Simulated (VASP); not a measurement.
# TaN (Amm2) in VASP: further runs

Runs on TaN. Level: r2SCAN. Tasks: single point.

All numbers are computed with VASP 6.6.1; they aren't measurements. Logs are shortened: lines on timing, memory, paths and dates and some standing lists are left out, and cuts for length are marked.

### 1 The cell of the first run

It takes space group Amm2 (No. 38, orthorhombic). Conventional cell: a = 2.883 Å, b = 2.938 Å, c = 4.783 Å, α = 90.00°, β = 90.00°, γ = 90.00°. Within 2.8 Å of Ta (site symmetry mm2) lie 6 N at 2.15 to 2.21 Å. N (site symmetry mm2) has 6 Ta at 2.15 to 2.21 Å within 2.8 Å.

### 2 Single point, r2SCAN (strain -0.0600 x Voigt [0, 1, 0, 0, 0, 0])

Input file POSCAR:

```
TaN
1.0
    2.9379988584      0.0000000000      0.0000000000
   -1.4689994292      2.3917187488      0.0000000000
    0.0000000000      0.0000000000      2.8830000000
Ta N
1 1
Direct
    0.3333333333      0.6666666667      0.5000000000
    0.0000000000      0.0000000000      0.0000000000
```

Input file INCAR.step1:

```
PREC = Accurate ; ENCUT = 520
ISMEAR = 0 ; SIGMA = 0.15
LREAL = F ; LASPH = T
NELM = 100 ; NBANDS = 15
GGA = PE ; ALGO = Normal
EDIFF = 1E-4 ; LWAVE = T
LCHARG = F
```

Input file INCAR.step2:

```
PREC = Accurate ; ENCUT = 520
EDIFF = 1E-7 ; ISMEAR = 0
SIGMA = 0.15 ; LREAL = F
LASPH = T ; NELM = 100
ALGO = Normal ; ISIF = 2
LWAVE = F ; LCHARG = F
METAGGA = R2SCAN ; LMIXTAU = T
NBANDS = 15 ; ISTART = 1
```

Input file KPOINTS:

```
Automatic mesh
0
Gamma
  18 18 16
```

Potentials or basis: VASP PAW PBE potentials, release 64 (Ta_pv, N).

Run with:

```console
> cat potpaw_PBE.64/Ta_pv/POTCAR potpaw_PBE.64/N/POTCAR > POTCAR
> cp INCAR.step1 INCAR
> mpirun -np 1 vasp_std > vasp.out
> cp INCAR.step2 INCAR
> mpirun -np 1 vasp_std > vasp.out
```

OUTCAR:

```text
PREC = Accurate
   ENCUT = 520
   EDIFF = 1E-7
   ISMEAR = 0
   LREAL = F
   LASPH = T
   NELM = 100
   ISIF = 2
   METAGGA = R2SCAN
   ISTART = 1

 ion  position               nearest neighbor table
   1  0.333  0.667  0.500-   2 2.15   2 2.15   2 2.21   2 2.21   2 2.21   2 2.21
   2  0.000  0.000  0.000-   1 2.15   1 2.15   1 2.21   1 2.21   1 2.21   1 2.21

  Warning from LATTYP: Monoclinic adjustment (A1->A3, A2->A1, A3->A2)!
  LATTYP: Found a base centered orthorhombic cell.
 ALAT       =     2.9379988584
 B/A-ratio  =     1.6281277591
 C/A-ratio  =     0.9812801635

  Lattice vectors:

 A1 = (   1.4689994292,  -2.3917187488,   0.0000000000)
 A2 = (   1.4689994292,   2.3917187488,   0.0000000000)
 A3 = (   0.0000000000,   0.0000000000,   2.8830000000)

Analysis of symmetry for initial positions (statically):
=====================================================================
 Subroutine PRICEL returns:
 Original cell was already a primitive cell.

 Routine SETGRP: Setting up the symmetry group for a
 base centered orthorhombic supercell.

 Subroutine GETGRP returns: Found  4 space group operations
 (whereof  4 operations were pure point group operations)
 out of a pool of  8 trial point group operations.

The static configuration has the point symmetry C_2v.

Analysis of symmetry for dynamics (positions and initial velocities):
=====================================================================
 Subroutine PRICEL returns:
 Original cell was already a primitive cell.

 Routine SETGRP: Setting up the symmetry group for a
 base centered orthorhombic supercell.

 Subroutine GETGRP returns: Found  4 space group operations
 (whereof  4 operations were pure point group operations)
 out of a pool of  8 trial point group operations.

The dynamic configuration has the point symmetry C_2v.

 Subroutine INISYM returns: Found  4 space group operations
 (whereof  4 operations are pure point group operations),
 and found     1 'primitive' translations

----------------------------------------------------------------------------------------

                                     Primitive cell

  volume of cell :      20.2585

  direct lattice vectors                    reciprocal lattice vectors
     2.937998858  0.000000000  0.000000000     0.340367729  0.209054681  0.000000000
    -1.468999429  2.391718749  0.000000000     0.000000000  0.418109362  0.000000000
     0.000000000  0.000000000  2.883000000     0.000000000  0.000000000  0.346860909

  length of vectors
[... 88 lines left out ...]
   ISIF   =      2    stress and relaxation
   ISYM   =      2    0-nonsym 1-usesym 2-fastsym
   POTIM  = 0.5000    time-step for ionic-motion
   TEBEG  =    0.0;   TEEND  =   0.0 temperature during run
   PSTRESS=    0.0 pullay stress
   NELECT =      16.0000    total number of electrons
   NUPDOWN=      -1.0000    fix difference up-down
   EMIN   =  10.00;   EMAX   =-10.00  energy-range for DOS
   EFERMI =   0.00;   METHOD = LEGACY
   ISMEAR =     0;   SIGMA  =   0.15  broadening in eV -4-tet -1-fermi 0-gaus
   EFERMI_NEDOS =   21; number of points for ismear=-14 and -15
   IALGO  =     38    algorithm
   IMIX   =      4    mixing-type and parameters
     AMIX     =   0.40;   BMIX     =  1.00
     AMIX_MAG =   1.60;   BMIX_MAG =  1.00
  volume/ion in A,a.u.               =      10.13        68.36
  Fermi-wavevector in a.u.,A,eV,Ry     =   1.513257  2.859641 31.156618  2.289947
  Thomas-Fermi vector in A             =   2.623072
   LORBIT       =      0    0 simple, 1 ext, 2 COOP (PROOUT), +10 PAW based schemes
   METAGGA = R2SCAN    functional components
   LHFCALC =     F    Hartree Fock is set to
   AEXX    =    0.0000 exact exchange contribution
   IVDW    =     0    specifies the selected vdW correction
   LEPSILON=     F    determine dielectric tensor
   LRPA    =     F    only Hartree local field effects (RPA)
 non-spin polarized calculation
 Gauss-broadening in eV      SIGMA  =   0.15
  energy-cutoff  :      520.00
  volume of cell :       20.26
 maximum number of plane-waves:       567
 NGX is ok and might be reduce to    24
   NGX = 11   NGY = 11   NGZ = 11

 number of electron      15.9999998 magnetization

 Free energy of the ion-electron system (eV)
  ---------------------------------------------------
  ext. energy  EPLUGINS =         0.00000000
  ---------------------------------------------------
  free energy    TOTEN  =       -60.19583942 eV

  energy without entropy =      -60.19527791  energy(sigma->0) =      -60.19555866

 E-fermi :   8.7765     XC(G=0): -14.7398

 val. band max:        8.7741590831   @ k =   0.0000   0.0000   0.3125
 cond. band min:       8.8278773298   @ k =   0.0000   0.0556   0.3125
 fundamental gap:      0.0537182466
 Fermi energy:         8.7764637566

 k-point     1 :       0.0000    0.0000    0.0000
  band No.  band energies     occupation
      1     -27.1794      2.00000
      2     -26.8113      2.00000
      3     -26.6712      2.00000
      4     -10.3770      2.00000
      5       3.5946      2.00000
      6       3.9376      2.00000
      7       4.6211      2.00000
      8       5.4460      2.00000
      9      12.1467      0.00000
     10      12.2732      0.00000
     11      13.2201      0.00000
     12      13.2823      0.00000
     13      13.5767      0.00000
     14      19.7508      0.00000
[... 401 lines left out ...]
      2     -27.0810      2.00000
      3     -26.8747      2.00000
      4      -9.1422      2.00000
      5       1.5137      2.00000
      6       3.9386      2.00000
      7       4.7081      2.00000
      8       5.7024      2.00000
      9      10.9859      0.00000
     10      12.5939      0.00000
     11      13.5851      0.00000
     12      14.8062      0.00000
     13      15.4735      0.00000
     14      19.7508      0.00000
     15      23.5555      0.00000

 [... further k-points ...]
[... 5 lines left out ...]
  --------------------------------------------------------------------------------------
  -------------------------------------------------------------------------------------
  Total        2.0822332      6.4881629      1.7556136      0.0000000      0.0000000      0.0000000
  in kB      164.6772375    513.1282851    138.8459301      0.0000000      0.0000000      0.0000000
  external PRESSURE =     272.2171509 kB  Pullay stress =       0.0000000 kB

 VOLUME and BASIS-vectors are now :
 -----------------------------------------------------------------------------
  energy-cutoff  :      520.00
  volume of cell :       20.26
      direct lattice vectors                 reciprocal lattice vectors
     2.937998858  0.000000000  0.000000000     0.340367729  0.209054681  0.000000000
    -1.468999429  2.391718749  0.000000000     0.000000000  0.418109362  0.000000000
     0.000000000  0.000000000  2.883000000     0.000000000  0.000000000  0.346860909

 POSITION                                       TOTAL-FORCE (eV/Angst)
 -----------------------------------------------------------------------------------
     -0.00000      1.59448      1.44150        -0.000000      0.240033      0.000000
      0.00000      0.00000      0.00000         0.000000     -0.240033      0.000000
 -----------------------------------------------------------------------------------
    total drift:                                0.000001      0.000368     -0.000000

  FREE ENERGIE OF THE ION-ELECTRON SYSTEM (eV)
  ---------------------------------------------------
  free  energy   TOTEN  =       -60.1958394224 eV

  energy  without entropy=      -60.1952779067  energy(sigma->0) =      -60.19555866
```

Wall time 12 min (1 thread of Intel Xeon Platinum 8488C (Sapphire Rapids), shared host); peak memory 0.36 GiB.

Results:

* Free energy: -60.1958 eV
* Pressure: 27.2 GPa
* Largest force: 0.240 eV/Å
* Band gap on the k mesh: zero (band 8 reaches 8.92 eV, above the bottom of band 9 at 8.55 eV)

Forces on the atoms (eV/Å):
```
Ta   0.000  0.240  0.000
N    0.000 -0.240  0.000
```

Levels at points of the mesh, in eV from the Fermi level:
```tsv
k point	band 5	band 6	band 7	band 8	band 9	band 10	band 11	band 12
(0.00, 0.00, 0.00)	-5.18	-4.84	-4.16	-3.33	3.37	3.50	4.44	4.51
(0.50, 0.00, 0.00)	-8.88	-5.97	-3.88	-3.08	3.65	4.84	5.89	6.28
(0.00, 0.50, 0.00)	-8.74	-5.98	-3.68	-3.59	3.02	4.75	5.68	6.44
(0.00, 0.00, 0.50)	-10.02	-3.94	-3.69	-0.78	0.72	2.17	3.78	4.45
(0.50, 0.00, 0.50)	-7.84	-6.65	-5.71	-0.62	5.08	5.84	6.66	8.12
(0.00, 0.50, 0.50)	-7.95	-6.70	-6.47	0.05	4.84	6.54	6.66	8.26
```

Caveat: the cell differs from its parent crystal (strain -0.0600 x Voigt [0, 1, 0, 0, 0, 0]); the PAW data sets were made with another functional, which shifts forces and pressure a little; spin-orbit coupling is left out, which moves the levels of the heavy elements.

### 3 Single point, r2SCAN (strain -0.0450 x Voigt [0, 1, 0, 0, 0, 0])

Input file POSCAR:

```
TaN
1.0
    2.9379988584      0.0000000000      0.0000000000
   -1.4689994292      2.4298844735      0.0000000000
    0.0000000000      0.0000000000      2.8830000000
Ta N
1 1
Direct
    0.3333333333      0.6666666667      0.5000000000
    0.0000000000      0.0000000000      0.0000000000
```

Input file INCAR.step1:

```
SYSTEM = TaN
ALGO = Normal ; EDIFF = 1E-4
ENCUT = 520 ; GGA = PE
ISMEAR = 0 ; LASPH = .TRUE.
LCHARG = .FALSE. ; LREAL = .FALSE.
LWAVE = .TRUE. ; NBANDS = 15
NELM = 80 ; PREC = Accurate
SIGMA = 0.15
```

Input file INCAR.step2:

```
SYSTEM = TaN
ALGO = Normal ; EDIFF = 1E-6
ENCUT = 520 ; ISIF = 2
ISMEAR = 0 ; ISTART = 1
LASPH = .TRUE. ; LCHARG = .FALSE.
LMIXTAU = .TRUE. ; LREAL = .FALSE.
LWAVE = .FALSE. ; METAGGA = R2SCAN
NBANDS = 15 ; NELM = 80
PREC = Accurate ; SIGMA = 0.15
```

Input file KPOINTS:

```
k-points
0
G
  18 18 16
  0 0 0
```

Potentials or basis: VASP PAW PBE potentials, release 64 (Ta_pv, N).

Run with:

```console
> cat potpaw_PBE.64/Ta_pv/POTCAR potpaw_PBE.64/N/POTCAR > POTCAR
> cp INCAR.step1 INCAR
> mpirun -np 1 vasp_std > vasp.out
> cp INCAR.step2 INCAR
> mpirun -np 1 vasp_std > vasp.out
```

Wall time 11 min (1 thread of Intel Xeon Platinum 8488C (Sapphire Rapids), shared host); peak memory 0.36 GiB.

The run converged. Its results:

* Free energy: -60.2851 eV
* Pressure: 19.8 GPa
* Largest force: 0.145 eV/Å
* Band gap on the k mesh: zero (band 8 reaches 8.75 eV, above the bottom of band 9 at 8.57 eV)

Forces on the atoms (eV/Å):
```
Ta   0.000  0.145  0.000
N    0.000 -0.145  0.000
```

Stress tensor (GPa, compression positive):
```
12.10  0.00  0.00
 0.00 36.95  0.00
 0.00  0.00 10.43
```

Levels at points of the mesh, in eV from the Fermi level:
| k point | band 6 | band 7 | band 8 | band 9 | band 10 | band 11 |
| --- | --- | --- | --- | --- | --- | --- |
| (0.00, 0.00, 0.00) | -4.74 | -4.31 | -3.28 | 3.14 | 3.57 | 4.26 |
| (0.50, 0.00, 0.00) | -5.83 | -3.80 | -3.16 | 3.53 | 4.70 | 5.81 |
| (0.00, 0.50, 0.00) | -5.84 | -3.65 | -3.53 | 3.09 | 4.61 | 5.66 |
| (0.00, 0.00, 0.50) | -3.95 | -3.77 | -0.59 | 0.50 | 2.24 | 3.74 |
| (0.50, 0.00, 0.50) | -6.59 | -5.78 | -0.59 | 4.93 | 5.80 | 6.50 |
| (0.00, 0.50, 0.50) | -6.63 | -6.33 | -0.10 | 4.76 | 6.25 | 6.53 |

Caveat: the cell differs from its parent crystal (strain -0.0450 x Voigt [0, 1, 0, 0, 0, 0]); the PAW data sets were made with another functional, which shifts forces and pressure a little; spin-orbit coupling is left out, which moves the levels of the heavy elements.

### 4 Single point, r2SCAN (strain -0.0300 x Voigt [0, 1, 0, 0, 0, 0])

Input file POSCAR:

```
TaN
1.0
    2.9379988584      0.0000000000      0.0000000000
   -1.4689994292      2.4680501983      0.0000000000
    0.0000000000      0.0000000000      2.8830000000
Ta N
1 1
Direct
    0.3333333333      0.6666666667      0.5000000000
    0.0000000000      0.0000000000      0.0000000000
```

Input file INCAR.step1:

```
SYSTEM = TaN
ALGO = Normal
EDIFF = 1E-4
ENCUT = 520
GGA = PE
ISMEAR = 0
LASPH = .TRUE.
LCHARG = .FALSE.
LREAL = .FALSE.
LWAVE = .TRUE.
NBANDS = 15
NELM = 100
PREC = Accurate
SIGMA = 0.15
```

Input file INCAR.step2:

```
SYSTEM = TaN
ALGO = Normal
EDIFF = 1E-7
ENCUT = 520
ISIF = 2
ISMEAR = 0
ISTART = 1
LASPH = .TRUE.
LCHARG = .FALSE.
LMIXTAU = .TRUE.
LREAL = .FALSE.
LWAVE = .FALSE.
METAGGA = R2SCAN
NBANDS = 15
NELM = 100
PREC = Accurate
SIGMA = 0.15
```

KPOINTS is that of step 3.

Run with:

```console
> cat potpaw_PBE.64/Ta_pv/POTCAR potpaw_PBE.64/N/POTCAR > POTCAR
> cp INCAR.step1 INCAR
> mpirun -np 1 vasp_std > vasp.out
> cp INCAR.step2 INCAR
> mpirun -np 1 vasp_std > vasp.out
```

Run time: 11 min. Hardware: 1 thread of Intel Xeon Platinum 8488C (Sapphire Rapids), shared host; peak memory 0.36 GiB.

It converged, with:

```yaml
Free_energy: -60.3466 eV
Pressure: 13.1 GPa
Largest_force: 0.077 eV/Å
Band_gap_on_the_k_mesh: zero (band 8 reaches 8.70 eV, above the bottom of band 9 at 8.44 eV)
```

Forces in eV/Å, atoms in the order of the input:
```
Ta   0.000  0.077  0.000
N    0.000 -0.077  0.000
```

Stress tensor (GPa, compression positive):
```
 8.10  0.00  0.00
 0.00 23.80  0.00
 0.00  0.00  7.32
```

Levels at points of the mesh, in eV from the Fermi level:
| k point | band 6 | band 7 | band 8 | band 9 | band 10 | band 11 |
| --- | --- | --- | --- | --- | --- | --- |
| (0.00, 0.00, 0.00) | -4.68 | -4.42 | -3.23 | 2.92 | 3.64 | 4.09 |
| (0.50, 0.00, 0.00) | -5.70 | -3.73 | -3.25 | 3.43 | 4.53 | 5.73 |
| (0.00, 0.50, 0.00) | -5.70 | -3.63 | -3.48 | 3.14 | 4.47 | 5.63 |
| (0.00, 0.00, 0.50) | -3.96 | -3.83 | -0.41 | 0.30 | 2.30 | 3.71 |
| (0.50, 0.00, 0.50) | -6.54 | -5.84 | -0.56 | 4.78 | 5.74 | 6.35 |
| (0.00, 0.50, 0.50) | -6.57 | -6.19 | -0.24 | 4.68 | 5.99 | 6.39 |

Caveat: the cell differs from its parent crystal (strain -0.0300 x Voigt [0, 1, 0, 0, 0, 0]); the PAW data sets were made with another functional, which shifts forces and pressure a little; spin-orbit coupling is left out, which moves the levels of the heavy elements.

### 5 The runs side by side

```csv
cell,gap on the mesh (eV),pressure (GPa),largest force (eV/Å)
"a = 2.938, b = 2.807, c = 2.883 Å, angles 90.0, 90.0, 121.6°, 2 atoms",none,27.2,0.24
"a = 2.938, b = 2.839, c = 2.883 Å, angles 90.0, 90.0, 121.2°, 2 atoms",none,19.8,0.15
"a = 2.938, b = 2.872, c = 2.883 Å, angles 90.0, 90.0, 120.8°, 2 atoms",none,13.1,0.08
```

Alike in all rows: task single point; level r2SCAN; potentials or basis VASP PAW PBE potentials, release 64 (Ta_pv, N); no spin polarisation; k mesh 18 × 18 × 16; cutoff (eV) 520; smearing gaussian 0.15 eV.

Caveats: the PAW data sets were made with another functional, which shifts forces and pressure a little; spin-orbit coupling is left out, which moves the levels of the heavy elements.

Total energies depend on the potentials used, so only differences within one code and one set of settings carry meaning.
